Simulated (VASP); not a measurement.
# Ag (Fm-3m) in VASP: a series of runs

Runs on Ag. Level: r2SCAN. Tasks: single point.

All numbers are computed with VASP 6.6.1; they aren't measurements. Logs are shortened: lines on timing, memory, paths and dates and some standing lists are left out, and cuts for length are marked.

## 1. The cell of the first run

Symmetry: Fm-3m, No. 225, cubic system. Conventional cell: a = 3.825 Å, b = 3.825 Å, c = 3.825 Å, α = 90.00°, β = 90.00°, γ = 90.00°. Ag (site symmetry m-3m) has 12 Ag at 2.70 Å within 3.6 Å.

## 2. Single point, r2SCAN

The input, POSCAR:

```
Ag
1.0
    0.0000000000      1.9126100555      1.9126100555
    1.9126100555      0.0000000000      1.9126100555
    1.9126100555      1.9126100555      0.0000000000
Ag
1
Direct
    0.0000000000      0.0000000000      0.0000000000
```

The input, INCAR.step1:

```
PREC = Accurate
ENCUT = 520
ISMEAR = 0
SIGMA = 0.1
LREAL = F
LASPH = T
NELM = 100
NBANDS = 12
GGA = PE
ALGO = Normal
EDIFF = 1E-4
LWAVE = T
LCHARG = F
```

The input, INCAR.step2:

```
PREC = Accurate
ENCUT = 520
EDIFF = 1E-6
ISMEAR = 0
SIGMA = 0.1
LREAL = F
LASPH = T
NELM = 100
ALGO = Normal
ISIF = 2
LWAVE = F
LCHARG = T
METAGGA = R2SCAN
LMIXTAU = T
LELF = T
LVHAR = T
NBANDS = 12
ISTART = 1
```

The input, KPOINTS:

```
regular mesh
0
Gamma
  18 18 18
```

Potentials or basis: VASP PAW PBE potentials, release 64 (Ag).

Launch:

```bash
> cat potpaw_PBE.64/Ag/POTCAR > POTCAR
> cp INCAR.step1 INCAR
> mpirun -np 1 vasp_std > vasp.out
> cp INCAR.step2 INCAR
> mpirun -np 1 vasp_std > vasp.out
```

OUTCAR:

```text
PREC = Accurate
   ENCUT = 520
   EDIFF = 1E-6
   ISMEAR = 0
   LREAL = F
   LASPH = T
   NELM = 100
   ISIF = 2
   METAGGA = R2SCAN
   ISTART = 1

 ion  position               nearest neighbor table
   1  0.000  0.000  0.000-

  LATTYP: Found a face centered cubic cell.
 ALAT       =     3.8252201110

  Lattice vectors:

 A1 = (   0.0000000000,   1.9126100555,   1.9126100555)
 A2 = (   1.9126100555,   0.0000000000,   1.9126100555)
 A3 = (   1.9126100555,   1.9126100555,   0.0000000000)

Analysis of symmetry for initial positions (statically):
=====================================================================
 Subroutine PRICEL returns:
 Original cell was already a primitive cell.

 Routine SETGRP: Setting up the symmetry group for a
 face centered cubic supercell.

 Subroutine GETGRP returns: Found 48 space group operations
 (whereof 48 operations were pure point group operations)
 out of a pool of 48 trial point group operations.

The static configuration has the point symmetry O_h .

Analysis of symmetry for dynamics (positions and initial velocities):
=====================================================================
 Subroutine PRICEL returns:
 Original cell was already a primitive cell.

 Routine SETGRP: Setting up the symmetry group for a
 face centered cubic supercell.

 Subroutine GETGRP returns: Found 48 space group operations
 (whereof 48 operations were pure point group operations)
 out of a pool of 48 trial point group operations.

The dynamic configuration has the point symmetry O_h .

 Subroutine INISYM returns: Found 48 space group operations
 (whereof 48 operations are pure point group operations),
 and found     1 'primitive' translations

----------------------------------------------------------------------------------------

                                     Primitive cell

  volume of cell :      13.9930

  direct lattice vectors                    reciprocal lattice vectors
     0.000000000  1.912610056  1.912610056    -0.261422865  0.261422865  0.261422865
     1.912610056  0.000000000  1.912610056     0.261422865 -0.261422865  0.261422865
     1.912610056  1.912610056  0.000000000     0.261422865  0.261422865 -0.261422865

  length of vectors
     2.704839080  2.704839080  2.704839080     0.452797684  0.452797684  0.452797684

  position of ions in fractional coordinates (direct lattice)
     0.000000000  0.000000000  0.000000000

  ion indices of the primitive-cell ions
   primitive index   ion index
                 1           1

----------------------------------------------------------------------------------------

 KPOINTS: regular mesh

Automatic generation of k-mesh.
 Grid dimensions read from file:
 generate k-points for:   18   18   18

 Generating k-lattice:

  Cartesian coordinates                     Fractional coordinates (reciprocal lattice)
    -0.014523492  0.014523492  0.014523492     0.055555556  0.000000000  0.000000000
     0.014523492 -0.014523492  0.014523492     0.000000000  0.055555556  0.000000000
     0.014523492  0.014523492 -0.014523492     0.000000000  0.000000000  0.055555556

  Length of vectors
     0.025155427  0.025155427  0.025155427

  Shift w.r.t. Gamma in fractional coordinates (k-lattice)
     0.000000000  0.000000000  0.000000000

 Subroutine IBZKPT returns following result:
 ===========================================

 Found    195 irreducible k-points:

 Following reciprocal coordinates:
            Coordinates               Weight
  0.000000  0.000000  0.000000      1.000000
  0.055556  0.000000  0.000000      8.000000
  0.111111  0.000000  0.000000      8.000000
  0.166667  0.000000  0.000000      8.000000
  0.222222  0.000000  0.000000      8.000000
  0.277778  0.000000  0.000000      8.000000
[... 16 lines left out ...]
 -0.277778  0.055556  0.000000     24.000000
 -0.222222  0.055556  0.000000     24.000000
 [... further k-points ...]
   k-points           NKPTS =    195   k-points in BZ     NKDIM =    195   number of bands    NBANDS=     12
   number of dos      NEDOS =    301   number of ions     NIONS =      1
   total plane-waves  NPLWV =   8000
   dimension x,y,z NGX =    20 NGY =   20 NGZ =   20
   dimension x,y,z NGXF=    40 NGYF=   40 NGZF=   40
   ions per type =               1
   NGX,Y,Z   is equivalent  to a cutoff of  12.29, 12.29, 12.29 a.u.
   NGXF,Y,Z  is equivalent  to a cutoff of  24.58, 24.58, 24.58 a.u.
 SYSTEM =  unknown system
   PREC   = accura    normal or accurate (medium, high low for compatibility)
   ISTART =      1    job   : 0-new  1-cont  2-samecut
   ICHARG =      0    charge: 1-file 2-atom 10-const
   ISPIN  =      1    spin polarized calculation?
   LNONCOLLINEAR =      F non collinear calculations
   LSORBIT =      F    spin-orbit coupling
   LASPH  =      T    aspherical Exc in radial PAW
   ENCUT  =  520.0 eV  38.22 Ry    6.18 a.u.   5.03  5.03  5.03*2*pi/ulx,y,z
   NELM   =    100;   NELMIN=  2; NELMDL=  0     # of ELM steps
   EDIFF  = 0.1E-05   stopping-criterion for ELM
   LREAL  =      F    real-space projection
   EDIFFG = 0.1E-04   stopping-criterion for IOM
   NSW    =      0    number of steps for IOM
   IBRION =     -1    ionic relax: 0-MD 1-quasi-New 2-CG
   NFREE  =      0    steps in history (QN), initial steepest desc. (CG)
   ISIF   =      2    stress and relaxation
   ISYM   =      2    0-nonsym 1-usesym 2-fastsym
   POTIM  = 0.5000    time-step for ionic-motion
   TEBEG  =    0.0;   TEEND  =   0.0 temperature during run
   PSTRESS=    0.0 pullay stress
   NELECT =      11.0000    total number of electrons
   NUPDOWN=      -1.0000    fix difference up-down
   EMIN   =  10.00;   EMAX   =-10.00  energy-range for DOS
   EFERMI =   0.00;   METHOD = LEGACY
   ISMEAR =     0;   SIGMA  =   0.10  broadening in eV -4-tet -1-fermi 0-gaus
   EFERMI_NEDOS =   21; number of points for ismear=-14 and -15
   IALGO  =     38    algorithm
   IMIX   =      4    mixing-type and parameters
     AMIX     =   0.40;   BMIX     =  1.00
     AMIX_MAG =   1.60;   BMIX_MAG =  1.00
  volume/ion in A,a.u.               =      13.99        94.43
  Fermi-wavevector in a.u.,A,eV,Ry     =   1.510901  2.855189 31.059670  2.282821
  Thomas-Fermi vector in A             =   2.621029
   LORBIT       =      0    0 simple, 1 ext, 2 COOP (PROOUT), +10 PAW based schemes
   METAGGA = R2SCAN    functional components
   LHFCALC =     F    Hartree Fock is set to
   AEXX    =    0.0000 exact exchange contribution
   IVDW    =     0    specifies the selected vdW correction
   LEPSILON=     F    determine dielectric tensor
   LRPA    =     F    only Hartree local field effects (RPA)
 non-spin polarized calculation
 Gauss-broadening in eV      SIGMA  =   0.10
  energy-cutoff  :      520.00
  volume of cell :       13.99
 maximum number of plane-waves:       388
   NGX =  9   NGY =  9   NGZ =  9

 number of electron      11.0000004 magnetization

 Free energy of the ion-electron system (eV)
  ---------------------------------------------------
  ext. energy  EPLUGINS =         0.00000000
  ---------------------------------------------------
  free energy    TOTEN  =       -21.02553907 eV

  energy without entropy =      -21.02439566  energy(sigma->0) =      -21.02496737

 E-fermi :  11.5463     XC(G=0): -14.4059

 val. band max:       11.4740522044   @ k =   0.5000   0.3333   0.1667
 cond. band min:      11.5648125453   @ k =   0.5000   0.2778   0.1111
 fundamental gap:      0.0907603409
 Fermi energy:        11.5462861300

 k-point     1 :       0.0000    0.0000    0.0000
  band No.  band energies     occupation
      1       1.8915      2.00000
      2       5.5000      2.00000
      3       5.5000      2.00000
      4       5.5000      2.00000
      5       6.9865      2.00000
      6       6.9865      2.00000
      7      28.4790      0.00000
      8      33.4729      0.00000
      9      33.4729      0.00000
     10      33.4729      0.00000
     11      38.9624      0.00000
     12      41.7482      0.00000

 k-point     2 :       0.0556    0.0000    0.0000
  band No.  band energies     occupation
      1       2.0097      2.00000
      2       5.4651      2.00000
      3       5.5381      2.00000
      4       5.5381      2.00000
      5       6.9699      2.00000
      6       6.9699      2.00000
      7      28.5718      0.00000
      8      32.5908      0.00000
      9      33.5821      0.00000
     10      33.5821      0.00000
     11      39.5369      0.00000
     12      41.4466      0.00000

 k-point     3 :       0.1111    0.0000    0.0000
  band No.  band energies     occupation
      1       2.3486      2.00000
      2       5.3832      2.00000
      3       5.6370      2.00000
      4       5.6370      2.00000
      5       6.9363      2.00000
      6       6.9363      2.00000
      7      28.7048      0.00000
      8      30.8787      0.00000
      9      33.8864      0.00000
     10      33.8864      0.00000
     11      38.9463      0.00000
     12      40.7825      0.00000

 k-point     4 :       0.1667    0.0000    0.0000
  band No.  band energies     occupation
      1       2.8430      2.00000
      2       5.3372      2.00000
      3       5.7464      2.00000
      4       5.7464      2.00000
      5       6.9376      2.00000
      6       6.9376      2.00000
      7      27.9067      0.00000
      8      29.8090      0.00000
      9      34.3038      0.00000
     10      34.3039      0.00000
     11      37.8439      0.00000
     12      39.6558      0.00000

 k-point     5 :       0.2222    0.0000    0.0000
  band No.  band energies     occupation
      1       3.3162      2.00000
      2       5.5239      2.00000
      3       5.7910      2.00000
      4       5.7910      2.00000
      5       7.0474      2.00000
      6       7.0474      2.00000
      7      25.8541      0.00000
      8      29.6055      0.00000
      9      34.6474      0.00000
     10      34.6474      0.00000
     11      37.4200      0.00000
     12      38.4792      0.00000
[... 228 lines left out ...]
      1       3.4502      2.00000
      2       5.4806      2.00000
      3       5.5648      2.00000
      4       7.6029      2.00000
      5       7.8235      2.00000
      6       9.6287      2.00000
      7      18.4702      0.00000
      8      28.0362      0.00000
      9      31.6624      0.00000
     10      33.1952      0.00000
     11      38.2583      0.00000
     12      38.2636      0.00000

 k-point    22 :      -0.3333    0.0556    0.0000
  band No.  band energies     occupation
      1       3.5516      2.00000
      2       5.5802      2.00000
      3       5.6541      2.00000
      4       7.0875      2.00000
      5       7.5131      2.00000
      6       8.5485      2.00000
      7      20.5618      0.00000
      8      28.4393      0.00000
      9      32.0901      0.00000
     10      34.3973      0.00000
     11      37.6116      0.00000
     12      37.8352      0.00000

 k-point    23 :      -0.2778    0.0556    0.0000
  band No.  band energies     occupation
      1       3.6233      2.00000
      2       5.6743      2.00000
      3       5.7615      2.00000
      4       6.2867      2.00000
      5       7.1782      2.00000
      6       7.8533      2.00000
      7      22.8490      0.00000
      8      28.9258      0.00000
      9      32.6951      0.00000
     10      35.8505      0.00000
     11      36.7277      0.00000
     12      37.2821      0.00000

 k-point    24 :      -0.2222    0.0556    0.0000
  band No.  band energies     occupation
      1       3.5189      2.00000
      2       5.4891      2.00000
      3       5.8394      2.00000
      4       5.8537      2.00000
      5       6.9009      2.00000
      6       7.4272      2.00000
      7      25.1713      0.00000
      8      29.3419      0.00000
      9      33.2086      0.00000
     10      36.1458      0.00000
     11      36.2698      0.00000
     12      37.8352      0.00000

 [... further k-points ...]

------------------------ aborting loop because EDIFF is reached ----------------------------------------

  FORCE on cell =-STRESS in cart. coord.  units (eV):
  Direction    XX          YY          ZZ          XY          YZ          ZX
  --------------------------------------------------------------------------------------
  -------------------------------------------------------------------------------------
  Total        3.5648825      3.5648825      3.5648825     -0.0000000     -0.0000000      0.0000000
  in kB      408.1750935    408.1750935    408.1750935     -0.0000000     -0.0000000      0.0000000
  external PRESSURE =     408.1750935 kB  Pullay stress =       0.0000000 kB

 VOLUME and BASIS-vectors are now :
 -----------------------------------------------------------------------------
  energy-cutoff  :      520.00
  volume of cell :       13.99
      direct lattice vectors                 reciprocal lattice vectors
     0.000000000  1.912610056  1.912610056    -0.261422865  0.261422865  0.261422865
     1.912610056  0.000000000  1.912610056     0.261422865 -0.261422865  0.261422865
     1.912610056  1.912610056  0.000000000     0.261422865  0.261422865 -0.261422865

 POSITION                                       TOTAL-FORCE (eV/Angst)
 -----------------------------------------------------------------------------------
      0.00000      0.00000      0.00000         0.000000      0.000000     -0.000000
 -----------------------------------------------------------------------------------
    total drift:                               -0.000000     -0.000000     -0.000000

  FREE ENERGIE OF THE ION-ELECTRON SYSTEM (eV)
  ---------------------------------------------------
  free  energy   TOTEN  =       -21.0255390704 eV

  energy  without entropy=      -21.0243956637  energy(sigma->0) =      -21.02496737
```

It took 1.7 min on 1 thread of AMD EPYC 7R13 (Zen 3), shared host; peak memory 0.12 GiB.

Results:

```yaml
Free_energy: -21.0255 eV
Pressure: 40.8 GPa
Band_gap_on_the_k_mesh: zero (an odd number of electrons rules out a gap without spin polarisation)
```

Caveat: the cell stands under pressure; the PAW data sets were made with another functional, which shifts forces and pressure a little.

[end of part 1 of 2]

The gap in the log of VASP goes by the Fermi energy; the results here count the filled bands.